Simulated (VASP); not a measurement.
# TiN (Fm-3m) in VASP: further runs

TiN is run at these levels: r2SCAN; tasks: single point, relaxation of cell and atoms.

Program: VASP 6.6.1. These are calculated values, not measurements. Logs are shortened: lines on timing, memory, paths and dates and some standing lists are left out, and cuts for length are marked.

## (1) The cell of the first run

Symmetry: Fm-3m, No. 225, cubic system. The conventional cell has a = 4.274 Å, b = 4.274 Å, c = 4.274 Å, α = 90.00°, β = 90.00°, γ = 90.00°. Within 2.8 Å of Ti (site symmetry m-3m) lie 6 N at 2.14 Å. N (site symmetry m-3m) has 6 Ti at 2.14 Å within 2.8 Å.

## (2) Single point, r2SCAN (9.76 Å³/atom)

Input file POSCAR:

```
TiN
1.0
    0.0000000000      2.1372022166      2.1372022166
    2.1372022166      0.0000000000      2.1372022166
    2.1372022166      2.1372022166      0.0000000000
Ti N
1 1
Direct
    0.0000000000      0.0000000000      0.0000000000
    0.5000000000      0.5000000000      0.5000000000
```

Input file INCAR.step1:

```
PREC = Accurate
ENCUT = 520
ISMEAR = 0
SIGMA = 0.1
LREAL = False
LASPH = True
NELM = 80
NBANDS = 16
GGA = PE
ALGO = Normal
EDIFF = 1E-4
LWAVE = True
LCHARG = False
```

Input file INCAR.step2:

```
PREC = Accurate
ENCUT = 520
EDIFF = 1E-6
ISMEAR = 0
SIGMA = 0.1
LREAL = False
LASPH = True
NELM = 80
ALGO = Normal
ISIF = 2
LWAVE = False
LCHARG = True
METAGGA = R2SCAN
LMIXTAU = True
LELF = True
LVHAR = True
NBANDS = 16
ISTART = 1
```

Input file KPOINTS:

```
Automatic mesh
0
Gamma
  18 18 18
```

Potentials or basis: VASP PAW PBE potentials, release 64 (Ti_sv, N).

Run with:

```sh
$ cat potpaw_PBE.64/Ti_sv/POTCAR potpaw_PBE.64/N/POTCAR > POTCAR
$ cp INCAR.step1 INCAR
$ mpirun -np 1 vasp_std > vasp.out
$ cp INCAR.step2 INCAR
$ mpirun -np 1 vasp_std > vasp.out
```

OUTCAR:

```text
PREC = Accurate
   ENCUT = 520
   EDIFF = 1E-6
   ISMEAR = 0
   LREAL = False
   LASPH = True
   NELM = 80
   ISIF = 2
   METAGGA = R2SCAN
   ISTART = 1

 ion  position               nearest neighbor table
   1  0.000  0.000  0.000-   2 2.14   2 2.14   2 2.14   2 2.14   2 2.14   2 2.14
   2  0.500  0.500  0.500-   1 2.14   1 2.14   1 2.14   1 2.14   1 2.14   1 2.14

  LATTYP: Found a face centered cubic cell.
 ALAT       =     4.2744044332

  Lattice vectors:

 A1 = (   0.0000000000,   2.1372022166,   2.1372022166)
 A2 = (   2.1372022166,   0.0000000000,   2.1372022166)
 A3 = (   2.1372022166,   2.1372022166,   0.0000000000)

Analysis of symmetry for initial positions (statically):
=====================================================================
 Subroutine PRICEL returns:
 Original cell was already a primitive cell.

 Routine SETGRP: Setting up the symmetry group for a
 face centered cubic supercell.

 Subroutine GETGRP returns: Found 48 space group operations
 (whereof 48 operations were pure point group operations)
 out of a pool of 48 trial point group operations.

The static configuration has the point symmetry O_h .

Analysis of symmetry for dynamics (positions and initial velocities):
=====================================================================
 Subroutine PRICEL returns:
 Original cell was already a primitive cell.

 Routine SETGRP: Setting up the symmetry group for a
 face centered cubic supercell.

 Subroutine GETGRP returns: Found 48 space group operations
 (whereof 48 operations were pure point group operations)
 out of a pool of 48 trial point group operations.

The dynamic configuration has the point symmetry O_h .

 Subroutine INISYM returns: Found 48 space group operations
 (whereof 48 operations are pure point group operations),
 and found     1 'primitive' translations

----------------------------------------------------------------------------------------

                                     Primitive cell

  volume of cell :      19.5239

  direct lattice vectors                    reciprocal lattice vectors
     0.000000000  2.137202217  2.137202217    -0.233950721  0.233950721  0.233950721
     2.137202217  0.000000000  2.137202217     0.233950721 -0.233950721  0.233950721
     2.137202217  2.137202217  0.000000000     0.233950721  0.233950721 -0.233950721

  length of vectors
     3.022460360  3.022460360  3.022460360     0.405214536  0.405214536  0.405214536

[... 80 lines left out ...]
   EDIFF  = 0.1E-05   stopping-criterion for ELM
   LREAL  =      F    real-space projection
   EDIFFG = 0.1E-04   stopping-criterion for IOM
   NSW    =      0    number of steps for IOM
   IBRION =     -1    ionic relax: 0-MD 1-quasi-New 2-CG
   NFREE  =      0    steps in history (QN), initial steepest desc. (CG)
   ISIF   =      2    stress and relaxation
   ISYM   =      2    0-nonsym 1-usesym 2-fastsym
   POTIM  = 0.5000    time-step for ionic-motion
   TEBEG  =    0.0;   TEEND  =   0.0 temperature during run
   PSTRESS=    0.0 pullay stress
   NELECT =      17.0000    total number of electrons
   NUPDOWN=      -1.0000    fix difference up-down
   EMIN   =  10.00;   EMAX   =-10.00  energy-range for DOS
   EFERMI =   0.00;   METHOD = LEGACY
   ISMEAR =     0;   SIGMA  =   0.10  broadening in eV -4-tet -1-fermi 0-gaus
   EFERMI_NEDOS =   21; number of points for ismear=-14 and -15
   IALGO  =     38    algorithm
   IMIX   =      4    mixing-type and parameters
     AMIX     =   0.40;   BMIX     =  1.00
     AMIX_MAG =   1.60;   BMIX_MAG =  1.00
  volume/ion in A,a.u.               =       9.76        65.88
  Fermi-wavevector in a.u.,A,eV,Ry     =   1.563276  2.954162 33.250330  2.443830
  Thomas-Fermi vector in A             =   2.666071
   LORBIT       =      0    0 simple, 1 ext, 2 COOP (PROOUT), +10 PAW based schemes
   METAGGA = R2SCAN    functional components
   LHFCALC =     F    Hartree Fock is set to
   AEXX    =    0.0000 exact exchange contribution
   IVDW    =     0    specifies the selected vdW correction
   LEPSILON=     F    determine dielectric tensor
   LRPA    =     F    only Hartree local field effects (RPA)
 non-spin polarized calculation
 Gauss-broadening in eV      SIGMA  =   0.10
  energy-cutoff  :      520.00
  volume of cell :       19.52
 maximum number of plane-waves:       544
   NGX = 11   NGY = 11   NGZ = 11

 number of electron      17.0000003 magnetization

 Free energy of the ion-electron system (eV)
  ---------------------------------------------------
  ext. energy  EPLUGINS =         0.00000000
  ---------------------------------------------------
  free energy    TOTEN  =       -26.00693427 eV

  energy without entropy =      -26.00261161  energy(sigma->0) =      -26.00477294

 E-fermi :  11.3401     XC(G=0): -13.7352

 val. band max:       11.3287623440   @ k =   0.1111   0.0556   0.0000
 cond. band min:      11.3514166814   @ k =   0.4444   0.2222   0.1111
 fundamental gap:      0.0226543374
 Fermi energy:        11.3401326618

 k-point     1 :       0.0000    0.0000    0.0000
  band No.  band energies     occupation
      1     -49.0674      2.00000
      2     -24.0197      2.00000
      3     -24.0196      2.00000
      4     -24.0196      2.00000
      5      -6.7741      2.00000
      6       8.9902      2.00000
[... 433 lines left out ...]
      3     -24.0638      2.00000
      4     -24.0358      2.00000
      5      -5.7753      2.00000
      6       5.5752      2.00000
[... 8 lines left out ...]
     15      24.6384      0.00000
     16      28.7204      0.00000

 [... further k-points ...]

------------------------ aborting loop because EDIFF is reached ----------------------------------------

  FORCE on cell =-STRESS in cart. coord.  units (eV):
  Direction    XX          YY          ZZ          XY          YZ          ZX
  --------------------------------------------------------------------------------------
  -------------------------------------------------------------------------------------
  Total       -0.8318145     -0.8318145     -0.8318145     -0.0000000     -0.0000000     -0.0000000
  in kB      -68.2606163    -68.2606163    -68.2606163     -0.0000000     -0.0000000     -0.0000000
  external PRESSURE =     -68.2606163 kB  Pullay stress =       0.0000000 kB

 VOLUME and BASIS-vectors are now :
 -----------------------------------------------------------------------------
  energy-cutoff  :      520.00
  volume of cell :       19.52
      direct lattice vectors                 reciprocal lattice vectors
     0.000000000  2.137202217  2.137202217    -0.233950721  0.233950721  0.233950721
     2.137202217  0.000000000  2.137202217     0.233950721 -0.233950721  0.233950721
     2.137202217  2.137202217  0.000000000     0.233950721  0.233950721 -0.233950721

 POSITION                                       TOTAL-FORCE (eV/Angst)
 -----------------------------------------------------------------------------------
      0.00000      0.00000      0.00000         0.000000     -0.000000     -0.000000
      2.13720      2.13720      2.13720        -0.000000      0.000000      0.000000
 -----------------------------------------------------------------------------------
    total drift:                                0.000000     -0.000000     -0.000000

  FREE ENERGIE OF THE ION-ELECTRON SYSTEM (eV)
  ---------------------------------------------------
  free  energy   TOTEN  =       -26.0069342675 eV

  energy  without entropy=      -26.0026116140  energy(sigma->0) =      -26.00477294
```

OUTCAR.step1:

```text
PREC = Accurate
   ENCUT = 520
   ISMEAR = 0
   LREAL = False
   LASPH = True
[... 677 lines left out ...]
      0.00000      0.00000      0.00000         0.000000     -0.000000      0.000000
      2.13720      2.13720      2.13720        -0.000000      0.000000     -0.000000
 -----------------------------------------------------------------------------------
    total drift:                                0.000000     -0.000000     -0.000000

  FREE ENERGIE OF THE ION-ELECTRON SYSTEM (eV)
  ---------------------------------------------------
  free  energy   TOTEN  =       -19.6337991286 eV

  energy  without entropy=      -19.6293934745  energy(sigma->0) =      -19.63159630
```

OSZICAR.step1:

```text
N       E                     dE             d eps       ncg     rms          rms(c)
DAV:   1     0.132644467210E+03    0.13264E+03   -0.82118E+03  6296   0.125E+03
DAV:   2    -0.167349978268E+02   -0.14938E+03   -0.13973E+03  6856   0.346E+02
DAV:   3    -0.246527988611E+02   -0.79178E+01   -0.78513E+01  7976   0.819E+01
DAV:   4    -0.248330747324E+02   -0.18028E+00   -0.18002E+00  7544   0.118E+01
DAV:   5    -0.248371320537E+02   -0.40573E-02   -0.40573E-02  7488   0.157E+00    0.177E+01
DAV:   6    -0.200581718893E+02    0.47790E+01   -0.13246E+01  8184   0.530E+01    0.688E+00
DAV:   7    -0.196811507080E+02    0.37702E+00   -0.17834E+00  7472   0.165E+01    0.470E+00
DAV:   8    -0.199517777110E+02   -0.27063E+00   -0.12264E+00  8160   0.162E+01    0.622E+00
DAV:   9    -0.196457520300E+02    0.30603E+00   -0.42209E-01  6936   0.985E+00    0.159E+00
DAV:  10    -0.196371877318E+02    0.85643E-02   -0.35237E-02  7616   0.211E+00    0.462E-01
DAV:  11    -0.196338955375E+02    0.32922E-02   -0.48290E-03  9184   0.861E-01    0.184E-01
DAV:  12    -0.196337991286E+02    0.96409E-04   -0.44943E-04  7160   0.213E-01
   1 F= -.19633799E+02 E0= -.19631596E+02  d E =-.440565E-02
```

Wall time 3.5 min (1 thread of Intel Xeon 8259CL, shared host); peak memory 0.19 GiB.

Results:

```
Free energy            : -26.0069 eV
Pressure               : -6.8 GPa
Band gap on the k mesh : zero (an odd number of electrons rules out a gap without spin polarisation)
```

Caveat: the cell stands under tension; the PAW data sets were made with another functional, which shifts forces and pressure a little.

## (3) Single point, r2SCAN (10.05 Å³/atom)

This run uses another cell than the first one, of 10.05 Å³/atom.

Input file POSCAR:

```
TiN
1.0
    0.0000000000      2.1577534987      2.1577534987
    2.1577534987      0.0000000000      2.1577534987
    2.1577534987      2.1577534987      0.0000000000
Ti N
1 1
Direct
    0.0000000000      0.0000000000      0.0000000000
    0.5000000000      0.5000000000      0.5000000000
```

Input file INCAR.step1:

```
PREC = Accurate
ENCUT = 520
ISMEAR = 0
SIGMA = 0.1
LREAL = F
LASPH = T
NELM = 80
NBANDS = 16
GGA = PE
ALGO = Normal
EDIFF = 1E-4
LWAVE = T
LCHARG = F
```

Input file INCAR.step2:

```
PREC = Accurate
ENCUT = 520
EDIFF = 1E-7
ISMEAR = 0
SIGMA = 0.1
LREAL = F
LASPH = T
NELM = 80
ALGO = Normal
ISIF = 2
LWAVE = F
LCHARG = F
METAGGA = R2SCAN
LMIXTAU = T
NBANDS = 16
ISTART = 1
```

Input file KPOINTS:

```
regular mesh
0
Gamma
  18 18 18
```

Potentials or basis: VASP PAW PBE potentials, release 64 (Ti_sv, N).

Run with:

```sh
$ cat potpaw_PBE.64/Ti_sv/POTCAR potpaw_PBE.64/N/POTCAR > POTCAR
$ cp INCAR.step1 INCAR
$ mpirun -np 1 vasp_std > vasp.out
$ cp INCAR.step2 INCAR
$ mpirun -np 1 vasp_std > vasp.out
```

Run time: 4.6 min. Hardware: 1 thread of Intel Xeon 8259CL, shared host; peak memory 0.19 GiB.

The run converged. Its results:

| Property | Result |
| --- | --- |
| Free energy | -25.9707 eV |
| Pressure | -14.0 GPa |
| Band gap on the k mesh | zero (an odd number of electrons rules out a gap without spin polarisation) |

Levels at points of the mesh, in eV from the Fermi level:
```
           k point  band 7  band 8  band 9  band 10  band 11  band 12
(0.00, 0.00, 0.00)   -2.30   -2.30   -0.58    -0.58    -0.58     0.54
(0.50, 0.00, 0.00)   -5.62   -5.62    1.58     1.58     2.23     5.52
(0.50, 0.50, 0.00)   -3.52   -3.52   -2.87     1.53     2.23     2.23
```

Caveat: the cell stands under tension; the PAW data sets were made with another functional, which shifts forces and pressure a little.

(Continued in part 2 of 2.)
